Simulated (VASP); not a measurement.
# AlNi (P-6m2) in VASP: notebook

AlNi is run at these levels: PBE; tasks: relaxation of cell and atoms, single point.

Everything below comes from runs of VASP 6.6.1. Logs are shortened: lines on timing, memory, paths and dates and some standing lists are left out, and cuts for length are marked.

## Step 1: The cell of the first run

Symmetry: P-6m2, No. 187, hexagonal system. Conventional cell: a = 2.908 Å, b = 2.908 Å, c = 2.838 Å, α = 90.00°, β = 90.00°, γ = 120.00°. Al (site symmetry -6m2) has 6 Ni at 2.20 Å and 8 Al at 2.84 to 2.91 Å within 3.0 Å. Ni (site symmetry -6m2) has 6 Al at 2.20 Å and 8 Ni at 2.84 to 2.91 Å within 3.0 Å.

The cell was built from a structure type or drawn by symmetry, and may not be a known phase.

## Step 2: Relaxation of cell and atoms, PBE, collinear spin, ferromagnetic start

File INCAR:

```
SYSTEM = AlNi
PREC = Accurate
ENCUT = 600
EDIFF = 1E-7
ISMEAR = 0
SIGMA = 0.1
LREAL = .False.
LASPH = .True.
NELM = 150
ALGO = Normal
ISIF = 3
LWAVE = .False.
LCHARG = .False.
ISPIN = 2
MAGMOM = 0 2
LORBIT = 11
LMAXMIX = 4
GGA = PE
IBRION = 2
NSW = 90
EDIFFG = -0.04
```

File KPOINTS:

```
regular mesh
0
Gamma
  6 6 6
  0 0 0
```

File POSCAR:

```
AlNi
1.0
    2.9077437200      0.0000000000      0.0000000000
   -1.4538718600      2.5181799300      0.0000000000
    0.0000000000      0.0000000000      2.8378138600
Al Ni
1 1
Direct
    0.0000000000      0.0000000000      0.0000000000
    0.6666666700      0.3333333300      0.5000000000
```

Potentials or basis: VASP PAW PBE potentials, release 64 (Al, Ni).

Run with:

```
$ cat potpaw_PBE.64/Al/POTCAR potpaw_PBE.64/Ni/POTCAR > POTCAR
$ mpirun -np 1 vasp_std > vasp.out
```

OUTCAR:

```text
SYSTEM = AlNi
   PREC = Accurate
   ENCUT = 600
   EDIFF = 1E-7
   ISMEAR = 0
   LREAL = .False.
   LASPH = .True.
   NELM = 150
   ISIF = 3
   ISPIN = 2
   LORBIT = 11
   GGA = PE
   IBRION = 2
   NSW = 90
   EDIFFG = -0.04

 ion  position               nearest neighbor table
   1  0.000  0.000  0.000-   2 2.20   2 2.20   2 2.20   2 2.20   2 2.20   2 2.20
   2  0.667  0.333  0.500-   1 2.20   1 2.20   1 2.20   1 2.20   1 2.20   1 2.20

  LATTYP: Found a hexagonal cell.
 ALAT       =     2.9077437200
 C/A-ratio  =     0.9759504734

  Lattice vectors:

 A1 = (   2.9077437200,   0.0000000000,   0.0000000000)
 A2 = (  -1.4538718600,   2.5181799300,   0.0000000000)
 A3 = (   0.0000000000,   0.0000000000,   2.8378138600)

Analysis of symmetry for initial positions (statically):
=====================================================================
 Subroutine PRICEL returns:
 Original cell was already a primitive cell.

 Routine SETGRP: Setting up the symmetry group for a
 hexagonal supercell.

 Subroutine GETGRP returns: Found 12 space group operations
 (whereof 12 operations were pure point group operations)
 out of a pool of 24 trial point group operations.

The static configuration has the point symmetry D_3h.

Analysis of symmetry for dynamics (positions and initial velocities):
=====================================================================
 Subroutine PRICEL returns:
 Original cell was already a primitive cell.

 Routine SETGRP: Setting up the symmetry group for a
 hexagonal supercell.

 Subroutine GETGRP returns: Found 12 space group operations
 (whereof 12 operations were pure point group operations)
 out of a pool of 24 trial point group operations.

The dynamic configuration has the point symmetry D_3h.

Analysis of structural, dynamic, and magnetic symmetry:
=====================================================================
 Subroutine PRICEL returns:
 Original cell was already a primitive cell.

 Routine SETGRP: Setting up the symmetry group for a
 hexagonal supercell.

 Subroutine GETGRP returns: Found 12 space group operations
 (whereof 12 operations were pure point group operations)
 out of a pool of 24 trial point group operations.

The overall configuration has the point symmetry D_3h.

 Subroutine INISYM returns: Found 12 space group operations
 (whereof 12 operations are pure point group operations),
 and found     1 'primitive' translations

----------------------------------------------------------------------------------------

                                     Primitive cell

  volume of cell :      20.7791

  direct lattice vectors                    reciprocal lattice vectors
     2.907743720  0.000000000  0.000000000     0.343909263  0.198556106  0.000000000
[... 110 lines left out ...]
   LORBIT       =     11    0 simple, 1 ext, 2 COOP (PROOUT), +10 PAW based schemes
   GGA     = PE    functional components
   LHFCALC =     F    Hartree Fock is set to
   AEXX    =    0.0000 exact exchange contribution
   IVDW    =     0    specifies the selected vdW correction
   LEPSILON=     F    determine dielectric tensor
   LRPA    =     F    only Hartree local field effects (RPA)
 conjugate gradient relaxation of ions
 spin polarized calculation
 Gauss-broadening in eV      SIGMA  =   0.10
  energy-cutoff  :      600.00
  volume of cell :       20.78
 maximum number of plane-waves:       704
 NGX is ok and might be reduce to    24
   NGX = 11   NGY = 11   NGZ = 11

--------------------------------------- Ionic step        1  -------------------------------------------

 number of electron      12.9999994 magnetization      -0.0013275

 number of electron      12.9999994 magnetization       0.0000800

 Free energy of the ion-electron system (eV)
  ---------------------------------------------------
  ext. energy  EPLUGINS =         0.00000000
  ---------------------------------------------------
  free energy    TOTEN  =        -8.77409750 eV

  energy without entropy =       -8.77101729  energy(sigma->0) =       -8.77255740

 E-fermi :  11.8482     XC(G=0): -12.6618

 val. band max:       11.7107985173   @ k =   0.3333   0.1667   0.1667
 cond. band min:      11.9587010084   @ k =   0.3333   0.1667   0.3333
 fundamental gap:      0.2479024911
 Fermi energy:        11.8482445877

 spin component 1

 k-point     1 :       0.0000    0.0000    0.0000
  band No.  band energies     occupation
      1      -0.1383      1.00000
      2       7.5347      1.00000
      3       8.8098      1.00000
      4       8.8098      1.00000
      5       9.6416      1.00000
      6       9.6416      1.00000
      7      16.9484      0.00000
      8      20.1243      0.00000
      9      21.0229      0.00000
     10      21.0229      0.00000
     11      23.8383      0.00000
[... 767 lines left out ...]
  FREE ENERGIE OF THE ION-ELECTRON SYSTEM (eV)
  ---------------------------------------------------
  free  energy   TOTEN  =        -9.8155693812 eV

  energy  without entropy=       -9.8096874920  energy(sigma->0) =       -9.81262844

[... ionic steps 4 to 7 ...]

--------------------------------------- Ionic step        8  -------------------------------------------

 number of electron      12.9999997 magnetization       0.0000002

 number of electron      12.9999997 magnetization      -0.0000001
[... 73 lines left out ...]
 number of electron      12.9999995 magnetization       0.0000004

 number of electron      12.9999995 magnetization      -0.0000004

 Free energy of the ion-electron system (eV)
  ---------------------------------------------------
  ext. energy  EPLUGINS =         0.00000000
  ---------------------------------------------------
  free energy    TOTEN  =        -9.81865183 eV

  energy without entropy =       -9.81581291  energy(sigma->0) =       -9.81723237

 E-fermi :   7.9477     XC(G=0): -11.2885

 val. band max:        7.9397405952   @ k =   0.3333   0.3333   0.1667
 cond. band min:       8.1682960090   @ k =   0.3333   0.1667   0.3333
 fundamental gap:      0.2285554138
 Fermi energy:         7.9476995465

 spin component 1

 k-point     1 :       0.0000    0.0000    0.0000
  band No.  band energies     occupation
      1      -1.8973      1.00000
      2       5.1941      1.00000
      3       5.9673      1.00000
      4       5.9673      1.00000
      5       6.5189      1.00000
      6       6.5189      1.00000
      7      12.3668      0.00000
      8      15.5075      0.00000
      9      15.5075      0.00000
     10      15.6236      0.00000
     11      17.8351      0.00000
[... 691 lines left out ...]
  FREE ENERGIE OF THE ION-ELECTRON SYSTEM (eV)
  ---------------------------------------------------
  free  energy   TOTEN  =        -9.8186518324 eV

  energy  without entropy=       -9.8158129120  energy(sigma->0) =       -9.81723237

 reached required accuracy - stopping structural energy minimisation

 total charge

# of ion       s       p       d       tot
------------------------------------------
    1        0.428   0.377   0.000   0.805
    2        0.498   0.424   8.479   9.401
--------------------------------------------------
tot          0.925   0.801   8.479  10.206

 magnetization (x)

# of ion       s       p       d       tot
------------------------------------------
    1       -0.000  -0.000   0.000  -0.000
    2        0.000   0.000   0.000   0.000
--------------------------------------------------
tot          0.000  -0.000   0.000   0.000
```

OSZICAR:

```text
N       E                     dE             d eps       ncg     rms          rms(c)
DAV:   1     0.485750044335E+02    0.48575E+02   -0.62936E+03  1240   0.148E+03
[... 118 lines left out ...]
DAV:   3    -0.981910291461E+01    0.78692E-01   -0.49419E-01  1370   0.113E+01    0.197E-01
DAV:   4    -0.981875510690E+01    0.34781E-03   -0.29227E-03  1250   0.416E-01    0.100E-01
DAV:   5    -0.981865147768E+01    0.10363E-03   -0.45866E-04  1777   0.275E-01    0.155E-02
DAV:   6    -0.981865282586E+01   -0.13482E-05   -0.16726E-05  1720   0.404E-02    0.766E-03
DAV:   7    -0.981865200962E+01    0.81625E-06   -0.21740E-06  1340   0.237E-02    0.123E-03
DAV:   8    -0.981865185313E+01    0.15648E-06   -0.32264E-08   658   0.195E-03    0.344E-04
DAV:   9    -0.981865183238E+01    0.20752E-07   -0.10104E-08   622   0.931E-04
  10 F= -.98186518E+01 E0= -.98172324E+01  d E =-.123975E-03  mag=     0.0000
```

CONTCAR:

```text
AlNi
   1.00000000000000
     3.2101514825254163    0.0000000000000000   -0.0000000000000000
    -1.6050757412627081    2.7800727349036238   -0.0000000000000000
    -0.0000000000000000   -0.0000000000000000    3.0927515931780580
  Al              Ni
     1     1
Direct
     0.0000000000000000    0.0000000000000000    0.0000000000000000
     0.6666666699999979    0.3333333300000021    0.5000000000000000

  0.00000000E+00  0.00000000E+00  0.00000000E+00
  0.00000000E+00  0.00000000E+00  0.00000000E+00
```

Wall time 74 s (1 thread of Intel Xeon 6975P-C (Granite Rapids), shared host); peak memory 0.15 GiB.

Results:

* Free energy: -9.8187 eV
* Relaxed volume: 13.80 Å³/atom
* Relaxed cell: a = 3.210 Å, b = 3.210 Å, c = 3.093 Å, α = 90.00°, β = 90.00°, γ = 120.00°
* Space group after relaxing (to 0.1 Å): P-6m2 (No. 187)
* Energy gained by relaxing: 522.3 meV/atom
* Ionic steps: 10
* Pressure after relaxing: 0.0 GPa
* Net moment: 0.00 μB per cell
* Valence electrons inside the program's atomic spheres: Al 0.81; Ni 9.40

The path:
```
step  energy change (eV)  largest force (eV/Å)  pressure (GPa)  volume (Å³)
   1              0.0000                0.0000           63.39        20.78
   2             -0.4187                0.0000          -18.88        35.73
   3             -1.0415                0.0000           -1.00        27.63
   4             -1.0421                0.0000           -0.23        27.47
   5             -1.0421                0.0000            0.44        27.32
   6             -1.0426                0.0000            0.43        27.34
   7             -1.0439                0.0000            0.40        27.40
   8             -1.0444                0.0000            0.42        27.51
   9             -1.0435                0.0000           -1.23        27.88
  10             -1.0446                0.0000           -0.01        27.60
```

Final structure:
```xyz
2
Lattice="3.2102 0.0000 0.0000 -1.6051 2.7801 0.0000 0.0000 0.0000 3.0928" Properties=species:S:1:pos:R:3 pbc="T T T"
Al    0.0000    0.0000    0.0000
Ni    1.6051    0.9267    1.5464
```

Levels at points of the mesh, in eV from the Fermi level:
Spin up:
| k point | band 4 | band 5 | band 6 | band 7 | band 8 | band 9 | band 10 | band 11 |
| --- | --- | --- | --- | --- | --- | --- | --- | --- |
| (0.00, 0.00, 0.00) | -1.98 | -1.43 | -1.43 | 4.42 | 7.56 | 7.56 | 7.68 | 9.89 |
| (0.50, 0.00, 0.00) | -2.03 | -1.56 | -1.12 | -0.51 | 3.42 | 7.29 | 8.64 | 10.93 |
| (0.00, 0.00, 0.50) | -1.97 | -1.81 | -1.81 | -0.83 | 10.24 | 10.24 | 12.72 | 12.72 |
| (0.50, 0.00, 0.50) | -2.07 | -1.08 | -1.06 | -0.80 | 1.56 | 2.66 | 7.79 | 8.30 |
Spin down:
| k point | band 4 | band 5 | band 6 | band 7 | band 8 | band 9 | band 10 | band 11 |
| --- | --- | --- | --- | --- | --- | --- | --- | --- |
| (0.00, 0.00, 0.00) | -1.98 | -1.43 | -1.43 | 4.42 | 7.56 | 7.56 | 7.68 | 9.89 |
| (0.50, 0.00, 0.00) | -2.03 | -1.56 | -1.12 | -0.51 | 3.42 | 7.29 | 8.64 | 10.93 |
| (0.00, 0.00, 0.50) | -1.97 | -1.81 | -1.81 | -0.83 | 10.24 | 10.24 | 12.72 | 12.72 |
| (0.50, 0.00, 0.50) | -2.07 | -1.08 | -1.06 | -0.80 | 1.56 | 2.66 | 7.79 | 8.30 |

Caveat: the k points lie up to 0.38 Å⁻¹ apart in the final cell; the volume moved by over 15 % at a fixed basis, so the end points are rough.

## Step 3: Single point, PBE

This run uses another cell than the first one, of 12.58 Å³/atom.

File INCAR:

```
SYSTEM = AlNi
PREC = Accurate ; ENCUT = 520
EDIFF = 1E-6 ; ISMEAR = 0
SIGMA = 0.1 ; LREAL = .False.
LASPH = .True. ; NELM = 80
ALGO = Fast ; ISIF = 2
LWAVE = .False. ; LCHARG = .False.
GGA = PE ; NBANDS = 14
```

File KPOINTS:

```
regular mesh
0
Gamma
  24 24 14
  0 0 0
```

File POSCAR:

```
AlNi
1.0
    2.7586595387      0.0000000000      0.0000000000
   -1.3793297694      2.3890692409      0.0000000000
    0.0000000000      0.0000000000      3.8181738698
Al Ni
1 1
Direct
    0.0000000000      0.0000000000      0.0000000000
    0.6666666667      0.3333333333      0.5000000000
```

Potentials or basis: VASP PAW PBE potentials, release 64 (Al, Ni).

Run with:

```
$ cat potpaw_PBE.64/Al/POTCAR potpaw_PBE.64/Ni/POTCAR > POTCAR
$ mpirun -np 1 vasp_std > vasp.out
```

OUTCAR:

```text
SYSTEM = AlNi
   PREC = Accurate
   ENCUT = 520
   EDIFF = 1E-6
   ISMEAR = 0
   LREAL = .False.
   LASPH = .True.
   NELM = 80
   ISIF = 2
   GGA = PE

 ion  position               nearest neighbor table
   1  0.000  0.000  0.000-   2 2.49   2 2.49   2 2.49   2 2.49   2 2.49   2 2.49
   2  0.667  0.333  0.500-   1 2.49   1 2.49   1 2.49   1 2.49   1 2.49   1 2.49

  LATTYP: Found a hexagonal cell.
 ALAT       =     2.7586595387
 C/A-ratio  =     1.3840685363

  Lattice vectors:

 A1 = (   2.7586595387,   0.0000000000,   0.0000000000)
 A2 = (  -1.3793297694,   2.3890692409,   0.0000000000)
 A3 = (   0.0000000000,   0.0000000000,   3.8181738698)

Analysis of symmetry for initial positions (statically):
=====================================================================
 Subroutine PRICEL returns:
 Original cell was already a primitive cell.

 Routine SETGRP: Setting up the symmetry group for a
 hexagonal supercell.

 Subroutine GETGRP returns: Found 12 space group operations
 (whereof 12 operations were pure point group operations)
 out of a pool of 24 trial point group operations.

The static configuration has the point symmetry D_3h.

Analysis of symmetry for dynamics (positions and initial velocities):
=====================================================================
 Subroutine PRICEL returns:
 Original cell was already a primitive cell.

 Routine SETGRP: Setting up the symmetry group for a
 hexagonal supercell.

 Subroutine GETGRP returns: Found 12 space group operations
 (whereof 12 operations were pure point group operations)
 out of a pool of 24 trial point group operations.

The dynamic configuration has the point symmetry D_3h.

 Subroutine INISYM returns: Found 12 space group operations
 (whereof 12 operations are pure point group operations),
 and found     1 'primitive' translations

----------------------------------------------------------------------------------------

[... 117 lines left out ...]
   GGA     = PE    functional components
   LHFCALC =     F    Hartree Fock is set to
   AEXX    =    0.0000 exact exchange contribution
   IVDW    =     0    specifies the selected vdW correction
   LEPSILON=     F    determine dielectric tensor
   LRPA    =     F    only Hartree local field effects (RPA)
 non-spin polarized calculation
 RMM-DIIS sequential band-by-band and
 Gauss-broadening in eV      SIGMA  =   0.10
  energy-cutoff  :      520.00
  volume of cell :       25.16
 maximum number of plane-waves:       690
 NGX is ok and might be reduce to    24
   NGX = 11   NGY = 11   NGZ = 15

 number of electron      13.0000004 magnetization

 Free energy of the ion-electron system (eV)
  ---------------------------------------------------
  ext. energy  EPLUGINS =         0.00000000
  ---------------------------------------------------
  free energy    TOTEN  =       -10.16191447 eV

  energy without entropy =      -10.15910668  energy(sigma->0) =      -10.16051057

 E-fermi :   9.2613     XC(G=0): -11.7969

 val. band max:        9.2461814392   @ k =   0.3750   0.1250   0.5000
 cond. band min:       9.2697434549   @ k =   0.0833   0.0833   0.0000
 fundamental gap:      0.0235620156
 Fermi energy:         9.2612981943

 k-point     1 :       0.0000    0.0000    0.0000
  band No.  band energies     occupation
      1      -1.5583      2.00000
      2       5.6893      2.00000
      3       7.5145      2.00000
      4       7.5145      2.00000
      5       7.8744      2.00000
      6       7.8859      2.00000
      7       7.8859      2.00000
      8      12.2735      0.00000
      9      21.8855      0.00000
     10      21.8855      0.00000
     11      23.5339      0.00000
     12      23.5339      0.00000
     13      25.3877      0.00000
     14      27.5740      0.00000
[... 377 lines left out ...]
      1       3.7176      2.00000
      2       5.1589      2.00000
      3       6.1575      2.00000
      4       6.4205      2.00000
      5       7.5861      2.00000
      6       8.6884      2.00000
      7       9.6126      0.00000
      8      13.8661      0.00000
      9      15.2506      0.00000
     10      16.5210      0.00000
     11      17.1462      0.00000
     12      18.8577      0.00000
     13      21.6921      0.00000
     14      25.6895      0.00000

 [... further k-points ...]
[... 5 lines left out ...]
  --------------------------------------------------------------------------------------
  -------------------------------------------------------------------------------------
  Total        0.0289164      0.0289164      0.0093918     -0.0000000     -0.0000000      0.0000000
  in kB        1.8410793      1.8410793      0.5979676     -0.0000000     -0.0000000      0.0000000
  external PRESSURE =       1.4267088 kB  Pullay stress =       0.0000000 kB

 VOLUME and BASIS-vectors are now :
 -----------------------------------------------------------------------------
  energy-cutoff  :      520.00
  volume of cell :       25.16
      direct lattice vectors                 reciprocal lattice vectors
     2.758659539  0.000000000  0.000000000     0.362494895  0.209286525  0.000000000
    -1.379329769  2.389069241  0.000000000     0.000000000  0.418573050  0.000000000
     0.000000000  0.000000000  3.818173870     0.000000000  0.000000000  0.261905307

 POSITION                                       TOTAL-FORCE (eV/Angst)
 -----------------------------------------------------------------------------------
      0.00000      0.00000      0.00000        -0.000000      0.000000      0.000000
      1.37933      0.79636      1.90909         0.000000      0.000000      0.000000
 -----------------------------------------------------------------------------------
    total drift:                                0.000000     -0.000000      0.000000

  FREE ENERGIE OF THE ION-ELECTRON SYSTEM (eV)
  ---------------------------------------------------
  free  energy   TOTEN  =       -10.1619144671 eV

  energy  without entropy=      -10.1591066815  energy(sigma->0) =      -10.16051057
```

OSZICAR:

```text
N       E                     dE             d eps       ncg     rms          rms(c)
DAV:   1     0.405549616853E+02    0.40555E+02   -0.53577E+03 13768   0.969E+02
DAV:   2    -0.993488999439E+01   -0.50490E+02   -0.45365E+02 14720   0.179E+02
DAV:   3    -0.116833081563E+02   -0.17484E+01   -0.17344E+01 16882   0.368E+01
DAV:   4    -0.117072433417E+02   -0.23935E-01   -0.23929E-01 16344   0.394E+00
DAV:   5    -0.117079849004E+02   -0.74156E-03   -0.74155E-03 17350   0.752E-01    0.121E+01
RMM:   6    -0.144203345468E+02   -0.27123E+01   -0.15519E+01 16608   0.495E+01    0.190E+01
RMM:   7    -0.101995138091E+02    0.42208E+01   -0.42019E+00 15422   0.252E+01    0.117E+00
RMM:   8    -0.101735188111E+02    0.25995E-01   -0.11043E-01 14309   0.335E+00    0.777E-01
RMM:   9    -0.101648483741E+02    0.86704E-02   -0.21884E-02 15242   0.852E-01    0.481E-01
RMM:  10    -0.101621013147E+02    0.27471E-02   -0.49770E-03 16717   0.837E-01    0.172E-01
RMM:  11    -0.101619216465E+02    0.17967E-03   -0.70734E-04 18366   0.325E-01    0.601E-02
RMM:  12    -0.101619195867E+02    0.20598E-05   -0.20607E-04 19091   0.144E-01    0.490E-02
RMM:  13    -0.101619161415E+02    0.34452E-05   -0.51260E-05 20155   0.551E-02    0.139E-02
RMM:  14    -0.101619143292E+02    0.18123E-05   -0.77795E-06 17001   0.263E-02    0.822E-03
RMM:  15    -0.101619144671E+02   -0.13791E-06   -0.20018E-06 10501   0.105E-02
   1 F= -.10161914E+02 E0= -.10160511E+02  d E =-.280779E-02
```

Wall time 1.7 min (1 thread of Intel Xeon 6975P-C (Granite Rapids), shared host); peak memory 0.28 GiB.

Results:

```yaml
Free_energy: -10.1619 eV
Pressure: 0.1 GPa
Band_gap_on_the_k_mesh: zero (an odd number of electrons rules out a gap without spin polarisation)
```

Spin polarisation is off, so any magnetic state and its effect on volume and gap are missing.
